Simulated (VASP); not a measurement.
# Na3Zn2N (P4/mmm) in VASP: further runs

Runs on Na3Zn2N. Level: PBE. Tasks: single point.

Everything below comes from runs of VASP 6.6.1. Logs are shortened: lines on timing, memory, paths and dates and some standing lists are left out, and cuts for length are marked.

### Step 1. The cell of the first run

Symmetry: P4/mmm, No. 123, tetragonal system. Conventional cell: a = 4.978 Å, b = 4.978 Å, c = 4.803 Å, α = 90.00°, β = 90.00°, γ = 90.00°. Na (site symmetry mmm) has 2 Na at 2.49 Å and 4 Zn at 2.75 Å within 3.3 Å. Within 3.2 Å of Na (site symmetry 4/mmm) lie 2 N at 2.40 Å and 4 Na at 2.49 Å. Within 3.1 Å of Zn (site symmetry 4mm) lie 2 Zn at 2.35 to 2.45 Å and 4 Na at 2.75 Å. N (site symmetry 4/mmm) has 2 Na at 2.40 Å within 3.2 Å.

The cell was built from a structure type or drawn by symmetry, and may not be a known phase.

### Step 2. Single point, PBE

The input, INCAR:

```
SYSTEM = Na3Zn2N
  PREC = Accurate
  ENCUT = 520
  EDIFF = 1E-7
  ISMEAR = 0
  SIGMA = 0.1
  LREAL = .False.
  LASPH = .True.
  NELM = 100
  ALGO = Normal
  ISIF = 2
  LWAVE = .False.
  LCHARG = .True.
  GGA = PE
  LELF = .True.
  LVHAR = .True.
  NBANDS = 34
```

The input, KPOINTS:

```
regular mesh
0
Gamma
  4 4 4
  0 0 0
```

The input, POSCAR:

```
Na3Zn2N
1.0
    4.9782069400      0.0000000000      0.0000000000
    0.0000000000      4.9782069400      0.0000000000
    0.0000000000      0.0000000000      4.8025467600
Na Zn N
3 2 1
Direct
    0.0000000000      0.5000000000      0.5000000000
    0.5000000000      0.0000000000      0.5000000000
    0.5000000000      0.5000000000      0.5000000000
    0.0000000000      0.0000000000      0.2554811600
    0.0000000000      0.0000000000      0.7445188400
    0.5000000000      0.5000000000      0.0000000000
```

Potentials or basis: VASP PAW PBE potentials, release 64 (Na_pv, Zn, N).

Command:

```
$ cat potpaw_PBE.64/Na_pv/POTCAR potpaw_PBE.64/Zn/POTCAR potpaw_PBE.64/N/POTCAR > POTCAR
$ mpirun -np 1 vasp_std > vasp.out
```

OUTCAR:

```text
SYSTEM = Na3Zn2N
   PREC = Accurate
   ENCUT = 520
   EDIFF = 1E-7
   ISMEAR = 0
   LREAL = .False.
   LASPH = .True.
   NELM = 100
   ISIF = 2
   GGA = PE

 ion  position               nearest neighbor table
   1  0.000  0.500  0.500-   3 2.49   3 2.49   5 2.75   4 2.75   5 2.75   4 2.75
   2  0.500  0.000  0.500-   3 2.49   3 2.49   5 2.75   4 2.75   4 2.75   5 2.75
   3  0.500  0.500  0.500-   1 2.49   2 2.49   2 2.49   1 2.49
   4  0.000  0.000  0.255-   5 2.35   5 2.45   1 2.75   2 2.75   1 2.75   2 2.75
   5  0.000  0.000  0.745-   4 2.35   4 2.45   2 2.75   1 2.75   1 2.75   2 2.75
   6  0.500  0.500  0.000-

  LATTYP: Found a simple tetragonal cell.
 ALAT       =     4.9782069400
 C/A-ratio  =     0.9647141667

  Lattice vectors:

 A1 = (   4.9782069400,   0.0000000000,   0.0000000000)
 A2 = (   0.0000000000,   4.9782069400,   0.0000000000)
 A3 = (   0.0000000000,   0.0000000000,   4.8025467600)

Analysis of symmetry for initial positions (statically):
=====================================================================
 Subroutine PRICEL returns:
 Original cell was already a primitive cell.

 Routine SETGRP: Setting up the symmetry group for a
 simple tetragonal supercell.

 Subroutine GETGRP returns: Found 16 space group operations
 (whereof 16 operations were pure point group operations)
 out of a pool of 16 trial point group operations.

The static configuration has the point symmetry D_4h.

Analysis of symmetry for dynamics (positions and initial velocities):
=====================================================================
 Subroutine PRICEL returns:
 Original cell was already a primitive cell.

 Routine SETGRP: Setting up the symmetry group for a
 simple tetragonal supercell.

 Subroutine GETGRP returns: Found 16 space group operations
 (whereof 16 operations were pure point group operations)
 out of a pool of 16 trial point group operations.

The dynamic configuration has the point symmetry D_4h.

 Subroutine INISYM returns: Found 16 space group operations
 (whereof 16 operations are pure point group operations),
 and found     1 'primitive' translations

----------------------------------------------------------------------------------------

                                     Primitive cell

  volume of cell :     119.0193

  direct lattice vectors                    reciprocal lattice vectors
     4.978206940  0.000000000  0.000000000     0.200875539  0.000000000  0.000000000
[... 91 lines left out ...]
   IBRION =     -1    ionic relax: 0-MD 1-quasi-New 2-CG
   NFREE  =      0    steps in history (QN), initial steepest desc. (CG)
   ISIF   =      2    stress and relaxation
   ISYM   =      2    0-nonsym 1-usesym 2-fastsym
   POTIM  = 0.5000    time-step for ionic-motion
   TEBEG  =    0.0;   TEEND  =   0.0 temperature during run
   PSTRESS=    0.0 pullay stress
   NELECT =      50.0000    total number of electrons
   NUPDOWN=      -1.0000    fix difference up-down
   EMIN   =  10.00;   EMAX   =-10.00  energy-range for DOS
   EFERMI =   0.00;   METHOD = LEGACY
   ISMEAR =     0;   SIGMA  =   0.10  broadening in eV -4-tet -1-fermi 0-gaus
   EFERMI_NEDOS =   21; number of points for ismear=-14 and -15
   IALGO  =     38    algorithm
   IMIX   =      4    mixing-type and parameters
     AMIX     =   0.40;   BMIX     =  1.00
     AMIX_MAG =   1.60;   BMIX_MAG =  1.00
  volume/ion in A,a.u.               =      19.84       133.86
  Fermi-wavevector in a.u.,A,eV,Ry     =   1.226099  2.316992 20.453906  1.503320
  Thomas-Fermi vector in A             =   2.361113
   LORBIT       =      0    0 simple, 1 ext, 2 COOP (PROOUT), +10 PAW based schemes
   GGA     = PE    functional components
   LHFCALC =     F    Hartree Fock is set to
   AEXX    =    0.0000 exact exchange contribution
   IVDW    =     0    specifies the selected vdW correction
   LEPSILON=     F    determine dielectric tensor
   LRPA    =     F    only Hartree local field effects (RPA)
 non-spin polarized calculation
 Gauss-broadening in eV      SIGMA  =   0.10
  energy-cutoff  :      520.00
  volume of cell :      119.02
 maximum number of plane-waves:      3234
 NGX is ok and might be reduce to    40
   NGX = 19   NGY = 19   NGZ = 17

 number of electron      49.9999995 magnetization

 Free energy of the ion-electron system (eV)
  ---------------------------------------------------
  ext. energy  EPLUGINS =         0.00000000
  ---------------------------------------------------
  free energy    TOTEN  =        -8.59539046 eV

  energy without entropy =       -8.58839841  energy(sigma->0) =       -8.59189444

 E-fermi :   1.3004     XC(G=0):  -8.7195

 val. band max:        1.2676766380   @ k =   0.5000   0.0000   0.5000
 cond. band min:       1.4175746181   @ k =   0.5000   0.2500   0.0000
 fundamental gap:      0.1498979801
 Fermi energy:         1.3003852837

 k-point     1 :       0.0000    0.0000    0.0000
  band No.  band energies     occupation
      1     -24.2253      2.00000
      2     -24.2253      2.00000
      3     -23.9254      2.00000
      4     -23.9254      2.00000
      5     -23.8574      2.00000
      6     -23.8421      2.00000
[... 655 lines left out ...]
     33      10.1344      0.00000
     34      10.1852      0.00000

------------------------ aborting loop because EDIFF is reached ----------------------------------------

  FORCE on cell =-STRESS in cart. coord.  units (eV):
  Direction    XX          YY          ZZ          XY          YZ          ZX
  --------------------------------------------------------------------------------------
  -------------------------------------------------------------------------------------
  Total        7.0273151      7.0273151     -5.2881641      0.0000000     -0.0000000      0.0000000
  in kB       94.5981228     94.5981228    -71.1865608      0.0000000     -0.0000000      0.0000000
  external PRESSURE =      39.3365616 kB  Pullay stress =       0.0000000 kB

 VOLUME and BASIS-vectors are now :
 -----------------------------------------------------------------------------
  energy-cutoff  :      520.00
  volume of cell :      119.02
      direct lattice vectors                 reciprocal lattice vectors
     4.978206940  0.000000000  0.000000000     0.200875539  0.000000000  0.000000000
     0.000000000  4.978206940  0.000000000     0.000000000  0.200875539  0.000000000
     0.000000000  0.000000000  4.802546760     0.000000000  0.000000000  0.208222855

 POSITION                                       TOTAL-FORCE (eV/Angst)
 -----------------------------------------------------------------------------------
      0.00000      2.48910      2.40127         0.000000      0.000000      0.000000
      2.48910      0.00000      2.40127         0.000000      0.000000      0.000000
      2.48910      2.48910      2.40127         0.000000      0.000000      0.000000
      0.00000      0.00000      1.22696         0.000000     -0.000000     -1.840476
      0.00000      0.00000      3.57559         0.000000     -0.000000      1.840476
      2.48910      2.48910      0.00000         0.000000      0.000000      0.000000
 -----------------------------------------------------------------------------------
    total drift:                               -0.000000      0.000000     -0.000000

  FREE ENERGIE OF THE ION-ELECTRON SYSTEM (eV)
  ---------------------------------------------------
  free  energy   TOTEN  =        -8.5953904611 eV

  energy  without entropy=       -8.5883984116  energy(sigma->0) =       -8.59189444
```

OSZICAR:

```text
N       E                     dE             d eps       ncg     rms          rms(c)
DAV:   1     0.436796420997E+03    0.43680E+03   -0.25559E+04  1224   0.186E+03
DAV:   2     0.380066208275E+02   -0.39879E+03   -0.38511E+03  1232   0.457E+02
DAV:   3    -0.111167867085E+02   -0.49123E+02   -0.46299E+02  1488   0.154E+02
DAV:   4    -0.132339894966E+02   -0.21172E+01   -0.20946E+01  1300   0.294E+01
DAV:   5    -0.132747232063E+02   -0.40734E-01   -0.40680E-01  1402   0.394E+00    0.118E+01
DAV:   6    -0.150451723753E+02   -0.17704E+01   -0.27634E+01  1586   0.311E+01    0.180E+01
DAV:   7    -0.868246224949E+01    0.63627E+01   -0.24048E+01  1608   0.189E+01    0.254E+00
DAV:   8    -0.875431852044E+01   -0.71856E-01   -0.20595E+00  1278   0.504E+00    0.179E+00
DAV:   9    -0.867230011374E+01    0.82018E-01   -0.56351E-01  1726   0.376E+00    0.250E+00
DAV:  10    -0.860706793983E+01    0.65232E-01   -0.10587E-01  1524   0.128E+00    0.104E+00
DAV:  11    -0.859665759711E+01    0.10410E-01   -0.33544E-02  1446   0.757E-01    0.404E-01
DAV:  12    -0.859642714801E+01    0.23045E-03   -0.34817E-03  1524   0.338E-01    0.280E-01
DAV:  13    -0.859538967727E+01    0.10375E-02   -0.57104E-03  1474   0.180E-01    0.486E-02
DAV:  14    -0.859540050850E+01   -0.10831E-04   -0.22967E-04  1258   0.743E-02    0.301E-02
DAV:  15    -0.859539570493E+01    0.48036E-05   -0.13815E-05  1354   0.191E-02    0.198E-02
DAV:  16    -0.859539043005E+01    0.52749E-05   -0.15745E-05  1332   0.167E-02    0.208E-03
DAV:  17    -0.859539046108E+01   -0.31023E-07   -0.63635E-07  1152   0.380E-03
   1 F= -.85953905E+01 E0= -.85918944E+01  d E =-.699205E-02
```

Wall time 52 s (1 thread of Intel Xeon 6455B, shared host); peak memory 0.26 GiB.

Results:

```yaml
Free_energy: -8.5954 eV
Pressure: 3.9 GPa
Largest_force: 1.840 eV/Å
Band_gap_on_the_k_mesh: zero (bands 25 and 26 overlap by 0.64 eV)
```

Forces in eV/Å, atoms in the order of the input:
```
Na   0.000  0.000  0.000
Na   0.000  0.000  0.000
Na   0.000  0.000  0.000
Zn   0.000  0.000 -1.840
Zn   0.000  0.000  1.840
N    0.000  0.000  0.000
```

Levels at points of the mesh, in eV from the Fermi level:
```csv
k point,band 22,band 23,band 24,band 25,band 26,band 27,band 28,band 29
"(0.00, 0.00, 0.00)",-1.12,-1.05,-1.05,-0.09,1.26,1.26,1.52,2.42
"(0.50, 0.00, 0.00)",-1.68,-0.92,-0.72,-0.47,0.47,0.55,1.19,4.57
"(0.50, 0.50, 0.00)",-2.26,-2.26,-0.81,0.35,0.96,0.96,1.60,1.90
"(0.00, 0.00, 0.50)",-3.85,-1.24,-0.59,-0.59,1.26,1.26,3.56,3.56
"(0.50, 0.00, 0.50)",-3.96,-2.27,-0.38,-0.03,0.75,1.23,1.66,3.07
"(0.50, 0.50, 0.50)",-3.51,-1.58,-1.20,-1.20,-0.29,-0.29,2.87,2.87
```

Caveat: the cell stands under pressure; forces of over 1 eV/Å act on the atoms, so gaps and moduli don't describe the material at rest.

### Step 3. Single point, PBE

This run uses another cell than the first one, of 26.37 Å³/atom.

The input, INCAR:

```
PREC = Accurate ; ENCUT = 520
EDIFF = 1E-6 ; ISMEAR = 0
SIGMA = 0.1 ; LREAL = F
LASPH = T ; NELM = 100
ALGO = Normal ; ISIF = 2
LWAVE = F ; LCHARG = F
GGA = PE ; NBANDS = 34
```

The input, KPOINTS:

```
regular mesh
0
Gamma
  4 4 4
```

The input, POSCAR:

```
Na3Zn2N
1.0
    5.8918759875      0.0000000000      0.0000000000
    0.0000000000      5.8918759875      0.0000000000
    0.0000000000      0.0000000000      4.5576982903
Na Zn N
3 2 1
Direct
    0.0000000000      0.5000000000      0.5000000000
    0.5000000000      0.0000000000      0.5000000000
    0.5000000000      0.5000000000      0.5000000000
    0.0000000000      0.0000000000      0.2472819683
    0.0000000000      0.0000000000      0.7527180317
    0.5000000000      0.5000000000      0.0000000000
```

Potentials or basis: VASP PAW PBE potentials, release 64 (Na_pv, Zn, N).

Command:

```
$ cat potpaw_PBE.64/Na_pv/POTCAR potpaw_PBE.64/Zn/POTCAR potpaw_PBE.64/N/POTCAR > POTCAR
$ mpirun -np 1 vasp_std > vasp.out
```

Wall time 83 s (1 thread of Intel Xeon 6455B, shared host); peak memory 0.32 GiB.

It converged, with:

```
Free energy            : -9.8560 eV
Pressure               : 0.0 GPa
Largest force          : 0.005 eV/Å
Band gap on the k mesh : zero (bands 25 and 26 overlap by 0.74 eV)
```

Forces in eV/Å, atoms in the order of the input:
```
Na   0.000  0.000  0.000
Na   0.000  0.000  0.000
Na   0.000  0.000  0.000
Zn   0.000  0.000 -0.005
Zn   0.000  0.000  0.005
N    0.000  0.000  0.000
```

Stress tensor (GPa, compression positive):
```
-0.09  0.00  0.00
 0.00 -0.09  0.00
 0.00  0.00  0.24
```

Levels at points of the mesh, in eV from the Fermi level:
```
           k point  band 23  band 24  band 25  band 26  band 27  band 28
(0.00, 0.00, 0.00)    -0.87    -0.28     0.37     0.67     0.67     1.41
(0.50, 0.00, 0.00)    -0.46    -0.36    -0.25    -0.03     0.48     2.52
(0.50, 0.50, 0.00)    -1.76    -0.23     0.55     0.64     0.64     1.83
(0.00, 0.00, 0.50)    -1.06    -0.28    -0.28     1.36     1.36     2.70
(0.50, 0.00, 0.50)    -1.45    -0.18    -0.16     0.84     1.23     1.63
(0.50, 0.50, 0.50)    -1.13    -0.60    -0.60     0.27     0.27     2.16
```
